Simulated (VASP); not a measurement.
# I (P-4m2) in VASP: relaxation of cell and atoms with PBE

Aim: the relaxation of cell and atoms of I with PBE.

All numbers are computed with VASP 6.6.1; they aren't measurements. Logs are shortened: lines on timing, memory, paths and dates and some standing lists are left out, and cuts for length are marked.

### 1 The cell of the first run

It takes space group P-4m2 (No. 115, tetragonal). Conventional cell: a = 5.572 Å, b = 5.572 Å, c = 7.482 Å, α = 90.00°, β = 90.00°, γ = 90.00°. I (site symmetry m) has 4 I at 2.79 to 3.18 Å within 3.7 Å.

The cell was built from a structure type or drawn by symmetry, and may not be a known phase.

### 2 Relaxation of cell and atoms, PBE

INCAR

```
ALGO = Normal
EDIFF = 1E-6
EDIFFG = -0.04
ENCUT = 600
GGA = PE
IBRION = 2
ISIF = 3
ISMEAR = 0
LASPH = True
LCHARG = False
LREAL = False
LWAVE = False
NELM = 60
NSW = 90
PREC = Accurate
SIGMA = 0.1
```

KPOINTS

```
k-points
0
Gamma
  4 4 2
```

POSCAR

```
I
1.0
    5.5724642163      0.0000000000      0.0000000000
    0.0000000000      5.5724642163      0.0000000000
    0.0000000000      0.0000000000      7.4821510214
I
4
Direct
    0.0000000000      0.2500000000      0.6666700000
    0.0000000000      0.7500000000      0.6666700000
    0.2500000000      0.0000000000      0.3333300000
    0.7500000000      0.0000000000      0.3333300000
```

Potentials or basis: VASP PAW PBE potentials, release 64 (I).

Started as:

```console
cat potpaw_PBE.64/I/POTCAR > POTCAR
mpirun -np 1 vasp_std > vasp.out
```

OUTCAR:

```text
EDIFF = 1E-6
   EDIFFG = -0.04
   ENCUT = 600
   GGA = PE
   IBRION = 2
   ISIF = 3
   ISMEAR = 0
   LASPH = True
   LREAL = False
   NELM = 60
   NSW = 90
   PREC = Accurate

 ion  position               nearest neighbor table
   1  0.000  0.250  0.667-   2 2.79   2 2.79   4 3.18   3 3.18
   2  0.000  0.750  0.667-   1 2.79   1 2.79   4 3.18   3 3.18
   3  0.250  0.000  0.333-   4 2.79   4 2.79   1 3.18   2 3.18
   4  0.750  0.000  0.333-   3 2.79   3 2.79   1 3.18   2 3.18

  LATTYP: Found a simple tetragonal cell.
 ALAT       =     5.5724642163
 C/A-ratio  =     1.3427005955

  Lattice vectors:

 A1 = (   5.5724642163,   0.0000000000,   0.0000000000)
 A2 = (   0.0000000000,   5.5724642163,   0.0000000000)
 A3 = (   0.0000000000,   0.0000000000,   7.4821510214)

Analysis of symmetry for initial positions (statically):
=====================================================================
 Subroutine PRICEL returns:
 Original cell was already a primitive cell.

 Routine SETGRP: Setting up the symmetry group for a
 simple tetragonal supercell.

 Subroutine GETGRP returns: Found  8 space group operations
 (whereof  8 operations were pure point group operations)
 out of a pool of 16 trial point group operations.

The static configuration has the point symmetry D_2d.

Analysis of symmetry for dynamics (positions and initial velocities):
=====================================================================
 Subroutine PRICEL returns:
 Original cell was already a primitive cell.

 Routine SETGRP: Setting up the symmetry group for a
 simple tetragonal supercell.

 Subroutine GETGRP returns: Found  8 space group operations
 (whereof  8 operations were pure point group operations)
 out of a pool of 16 trial point group operations.

The dynamic configuration has the point symmetry D_2d.

 Subroutine INISYM returns: Found  8 space group operations
 (whereof  8 operations are pure point group operations),
 and found     1 'primitive' translations

----------------------------------------------------------------------------------------

                                     Primitive cell

  volume of cell :     232.3384

  direct lattice vectors                    reciprocal lattice vectors
     5.572464216  0.000000000  0.000000000     0.179453822  0.000000000  0.000000000
     0.000000000  5.572464216  0.000000000     0.000000000  0.179453822  0.000000000
     0.000000000  0.000000000  7.482151021     0.000000000  0.000000000  0.133651405

  length of vectors
     5.572464216  5.572464216  7.482151021     0.179453822  0.179453822  0.133651405

  position of ions in fractional coordinates (direct lattice)
     0.000000000  0.250000000  0.666670000
     0.000000000  0.750000000  0.666670000
     0.250000000  0.000000000  0.333330000
     0.750000000  0.000000000  0.333330000

  ion indices of the primitive-cell ions
   primitive index   ion index
                 1           1
                 2           2
                 3           3
                 4           4

----------------------------------------------------------------------------------------

 KPOINTS: k-points

Automatic generation of k-mesh.
 Grid dimensions read from file:
 generate k-points for:    4    4    2

 Generating k-lattice:

  Cartesian coordinates                     Fractional coordinates (reciprocal lattice)
     0.044863455  0.000000000  0.000000000     0.250000000  0.000000000  0.000000000
     0.000000000  0.044863455  0.000000000     0.000000000  0.250000000  0.000000000
     0.000000000  0.000000000  0.066825703     0.000000000  0.000000000  0.500000000

  Length of vectors
     0.044863455  0.044863455  0.066825703

  Shift w.r.t. Gamma in fractional coordinates (k-lattice)
     0.000000000  0.000000000  0.000000000

 Subroutine IBZKPT returns following result:
 ===========================================

 Found     12 irreducible k-points:

 Following reciprocal coordinates:
            Coordinates               Weight
  0.000000  0.000000  0.000000      1.000000
  0.250000  0.000000  0.000000      4.000000
  0.500000  0.000000  0.000000      2.000000
  0.250000  0.250000  0.000000      4.000000
  0.500000  0.250000  0.000000      4.000000
  0.500000  0.500000  0.000000      1.000000
  0.000000  0.000000  0.500000      1.000000
  0.250000  0.000000  0.500000      4.000000
  0.500000  0.000000  0.500000      2.000000
  0.250000  0.250000  0.500000      4.000000
  0.500000  0.250000  0.500000      4.000000
  0.500000  0.500000  0.500000      1.000000
   k-points           NKPTS =     12   k-points in BZ     NKDIM =     12   number of bands    NBANDS=     18
   number of dos      NEDOS =    301   number of ions     NIONS =      4
   total plane-waves  NPLWV = 138240
   dimension x,y,z NGX =    48 NGY =   48 NGZ =   60
   dimension x,y,z NGXF=    96 NGYF=   96 NGZF=  120
   ions per type =               4
   NGX,Y,Z   is equivalent  to a cutoff of  14.32, 14.32, 13.33 a.u.
   NGXF,Y,Z  is equivalent  to a cutoff of  28.64, 28.64, 26.66 a.u.
 SYSTEM =  unknown system
   PREC   = accura    normal or accurate (medium, high low for compatibility)
   ISTART =      0    job   : 0-new  1-cont  2-samecut
   ICHARG =      2    charge: 1-file 2-atom 10-const
   ISPIN  =      1    spin polarized calculation?
   LNONCOLLINEAR =      F non collinear calculations
   LSORBIT =      F    spin-orbit coupling
   LASPH  =      T    aspherical Exc in radial PAW
   ENCUT  =  600.0 eV  44.10 Ry    6.64 a.u.  11.13 11.13 14.94*2*pi/ulx,y,z
   NELM   =     60;   NELMIN=  2; NELMDL= -5     # of ELM steps
   EDIFF  = 0.1E-05   stopping-criterion for ELM
   LREAL  =      F    real-space projection
   EDIFFG = -.4E-01   stopping-criterion for IOM
   NSW    =     90    number of steps for IOM
   IBRION =      2    ionic relax: 0-MD 1-quasi-New 2-CG
   NFREE  =      1    steps in history (QN), initial steepest desc. (CG)
   ISIF   =      3    stress and relaxation
   ISYM   =      2    0-nonsym 1-usesym 2-fastsym
   POTIM  = 0.5000    time-step for ionic-motion
   TEBEG  =    0.0;   TEEND  =   0.0 temperature during run
   PSTRESS=    0.0 pullay stress
   NELECT =      28.0000    total number of electrons
   NUPDOWN=      -1.0000    fix difference up-down
   EMIN   =  10.00;   EMAX   =-10.00  energy-range for DOS
   EFERMI =   0.00;   METHOD = LEGACY
   ISMEAR =     0;   SIGMA  =   0.10  broadening in eV -4-tet -1-fermi 0-gaus
   EFERMI_NEDOS =   21; number of points for ismear=-14 and -15
   IALGO  =     38    algorithm
   IMIX   =      4    mixing-type and parameters
     AMIX     =   0.40;   BMIX     =  1.00
     AMIX_MAG =   1.60;   BMIX_MAG =  1.00
  volume/ion in A,a.u.               =      58.08       391.97
  Fermi-wavevector in a.u.,A,eV,Ry     =   0.808637  1.528103  8.896774  0.653894
  Thomas-Fermi vector in A             =   1.917480
   LORBIT       =      0    0 simple, 1 ext, 2 COOP (PROOUT), +10 PAW based schemes
   GGA     = PE    functional components
   LHFCALC =     F    Hartree Fock is set to
   AEXX    =    0.0000 exact exchange contribution
   IVDW    =     0    specifies the selected vdW correction
   LEPSILON=     F    determine dielectric tensor
   LRPA    =     F    only Hartree local field effects (RPA)
 conjugate gradient relaxation of ions
 non-spin polarized calculation
 Gauss-broadening in eV      SIGMA  =   0.10
  energy-cutoff  :      600.00
  volume of cell :      232.34
 maximum number of plane-waves:      7848
 NGX is ok and might be reduce to    48
   NGX = 23   NGY = 23   NGZ = 29

--------------------------------------- Ionic step        1  -------------------------------------------

 number of electron      27.9999999 magnetization

 Free energy of the ion-electron system (eV)
  ---------------------------------------------------
  ext. energy  EPLUGINS =         0.00000000
  ---------------------------------------------------
  free energy    TOTEN  =        -3.89822676 eV

  energy without entropy =       -3.86386619  energy(sigma->0) =       -3.88104647

 E-fermi :   0.8558     XC(G=0):  -6.2648

 val. band max:        0.8270849237   @ k =   0.5000   0.0000   0.0000
 cond. band min:       0.8755417479   @ k =   0.2500   0.0000   0.0000
 fundamental gap:      0.0484568242
 Fermi energy:         0.8557724603

 k-point     1 :       0.0000    0.0000    0.0000
  band No.  band energies     occupation
      1     -14.0517      2.00000
      2     -12.7745      2.00000
      3     -10.1781      2.00000
      4     -10.1781      2.00000
      5      -6.1278      2.00000
      6      -5.3482      2.00000
[... 10 lines left out ...]
     17       5.1105      0.00000
     18       5.7583      0.00000
[... 327 lines left out ...]
 POSITION                                       TOTAL-FORCE (eV/Angst)
 -----------------------------------------------------------------------------------
      6.09968      1.58517      5.55291        -0.000000      0.086080      0.325140
      6.09968      4.51450      5.55291        -0.000000     -0.086080      0.325140
      1.58517      0.00000      2.64297         0.086080      0.000000     -0.325140
      4.51450      0.00000      2.64297        -0.086080     -0.000000     -0.325140
 -----------------------------------------------------------------------------------
    total drift:                               -0.000000      0.000000     -0.000000

  FREE ENERGIE OF THE ION-ELECTRON SYSTEM (eV)
  ---------------------------------------------------
  free  energy   TOTEN  =        -5.4419762465 eV

  energy  without entropy=       -5.3955895679  energy(sigma->0) =       -5.41878291

[... ionic steps 4 to 16 ...]

--------------------------------------- Ionic step       17  -------------------------------------------

 number of electron      28.0000003 magnetization

------------------------ aborting loop because EDIFF is reached ----------------------------------------

  FORCE on cell =-STRESS in cart. coord.  units (eV):
  Direction    XX          YY          ZZ          XY          YZ          ZX
  --------------------------------------------------------------------------------------
  -------------------------------------------------------------------------------------
  Total        0.0611609      0.0611609      0.1633350      0.0000000      0.0000000      0.0000000
  in kB        0.2811975      0.2811975      0.7509601      0.0000000      0.0000000      0.0000000
  external PRESSURE =       0.4377850 kB  Pullay stress =       0.0000000 kB

 VOLUME and BASIS-vectors are now :
 -----------------------------------------------------------------------------
  energy-cutoff  :      600.00
  volume of cell :      348.48
      direct lattice vectors                 reciprocal lattice vectors
     5.874109902  0.000000000  0.000000000     0.170238558 -0.000000000  0.000000000
    -0.000000000  5.874109902  0.000000000     0.000000000  0.170238558 -0.000000000
    -0.000000000  0.000000000 10.099245172    -0.000000000 -0.000000000  0.099017301
[... 39 lines left out ...]
 POSITION                                       TOTAL-FORCE (eV/Angst)
 -----------------------------------------------------------------------------------
      0.00000      1.46504      7.20886        -0.000000     -0.004422      0.019330
      0.00000      4.39216      7.20886        -0.000000      0.004422      0.019330
      1.46504      5.85720      3.12142        -0.004422      0.000000     -0.019330
      4.39216      5.85720      3.12142         0.004422      0.000000     -0.019330
 -----------------------------------------------------------------------------------
    total drift:                                0.000000     -0.000000      0.000000

  FREE ENERGIE OF THE ION-ELECTRON SYSTEM (eV)
  ---------------------------------------------------
  free  energy   TOTEN  =        -5.8048255319 eV

  energy  without entropy=       -5.7522920177  energy(sigma->0) =       -5.77855877

--------------------------------------- Ionic step       19  -------------------------------------------

 number of electron      28.0000003 magnetization

 Free energy of the ion-electron system (eV)
  ---------------------------------------------------
  ext. energy  EPLUGINS =         0.00000000
  ---------------------------------------------------
  free energy    TOTEN  =        -5.80685907 eV

  energy without entropy =       -5.75396072  energy(sigma->0) =       -5.78040989

 E-fermi :  -2.2254     XC(G=0):  -4.9151

 val. band max:       -2.2276203062   @ k =   0.2500   0.0000   0.5000
 cond. band min:      -2.2185383793   @ k =   0.5000   0.0000   0.0000
 fundamental gap:      0.0090819268
 Fermi energy:        -2.2253778893

 k-point     1 :       0.0000    0.0000    0.0000
  band No.  band energies     occupation
      1     -15.0129      2.00000
      2     -14.9619      2.00000
      3     -12.5904      2.00000
      4     -12.5904      2.00000
      5      -7.0131      2.00000
      6      -6.9813      2.00000
[... 10 lines left out ...]
     17       2.1454      0.00000
     18       3.3645      0.00000
[... 251 lines left out ...]
 POSITION                                       TOTAL-FORCE (eV/Angst)
 -----------------------------------------------------------------------------------
      0.00000      1.46895      7.29121         0.000000      0.029059      0.015005
      0.00000      4.41433      7.29121         0.000000     -0.029059      0.015005
      1.46895     -0.00000      3.14655         0.029059      0.000000     -0.015005
      4.41433     -0.00000      3.14655        -0.029059      0.000000     -0.015005
 -----------------------------------------------------------------------------------
    total drift:                               -0.000000     -0.000000      0.000000

  FREE ENERGIE OF THE ION-ELECTRON SYSTEM (eV)
  ---------------------------------------------------
  free  energy   TOTEN  =        -5.8068590726 eV

  energy  without entropy=       -5.7539607174  energy(sigma->0) =       -5.78040989

 reached required accuracy - stopping structural energy minimisation
```

Wall time 7.1 min (1 thread of Intel Xeon 6975P-C (Granite Rapids), shared host); peak memory 0.39 GiB.

What came out:

```
Free energy                           : -5.8069 eV
Relaxed cell                          : a = 5.883 Å, b = 5.883 Å, c = 10.438 Å, α = 90.00°, β = 90.00°, γ = 90.00°
Space group after relaxing (to 0.1 Å) : P-4m2 (No. 115)
Energy gained by relaxing             : 477.2 meV/atom
Ionic steps                           : 19
Pressure after relaxing               : 0.0 GPa
Largest force after relaxing          : 0.033 eV/Å
Band gap on the k mesh                : zero (bands 14 and 15 overlap by 1.17 eV)
```

Forces on the atoms (eV/Å):
```
I    0.000  0.029  0.015
I    0.000 -0.029  0.015
I    0.029  0.000 -0.015
I   -0.029  0.000 -0.015
```

Stress tensor (GPa, compression positive):
```
-0.05  0.00  0.00
 0.00 -0.05  0.00
 0.00  0.00  0.03
```

Step by step:
| step | energy change (eV) | largest force (eV/Å) | pressure (GPa) | volume (Å³) |
| --- | --- | --- | --- | --- |
| 1 | 0.0000 | 2.4729 | 6.77 | 232.34 |
| 2 | -1.5098 | 0.1903 | -0.73 | 325.01 |
| 3 | -1.5437 | 0.3363 | -0.14 | 304.94 |
| 4 | -1.5446 | 0.3133 | -0.22 | 307.34 |
| 5 | -1.6208 | 0.3076 | 0.05 | 305.08 |
| 6 | -1.6515 | 0.5863 | 0.48 | 302.31 |
| 7 | -1.7093 | 0.5575 | 0.38 | 306.88 |
| 8 | -1.8443 | 0.2483 | 0.28 | 320.17 |
| 9 | -1.7554 | 1.0306 | 0.91 | 344.88 |
| 10 | -1.8772 | 0.0864 | 0.36 | 328.09 |
| 11 | -1.8777 | 0.1361 | 0.39 | 329.61 |
| 12 | -1.8927 | 0.0765 | -0.07 | 342.99 |
| 13 | -1.8930 | 0.0829 | -0.03 | 341.34 |
| 14 | -1.8965 | 0.0427 | -0.01 | 343.05 |
| 15 | -1.8990 | 0.0887 | 0.01 | 345.57 |
| 16 | -1.8992 | 0.1107 | 0.02 | 346.23 |
| 17 | -1.9022 | 0.0849 | 0.04 | 348.48 |
| 18 | -1.9066 | 0.0198 | 0.11 | 354.40 |
| 19 | -1.9086 | 0.0327 | -0.03 | 361.28 |

Final structure:
```
I
1.0
     5.88328    0.00000    0.00000
     0.00000    5.88328    0.00000
     0.00000    0.00000   10.43777
I
4
Direct
  0.00000 0.24968 0.69854
  0.00000 0.75032 0.69854
  0.24968 0.00000 0.30146
  0.75032 0.00000 0.30146
```

Caveat: the k points lie up to 0.30 Å⁻¹ apart in the final cell, too coarse for converged energies and pressures of a metal; the volume moved by over 15 % at a fixed basis, so the end points are rough; spin-orbit coupling is left out, which moves the levels of the heavy elements.
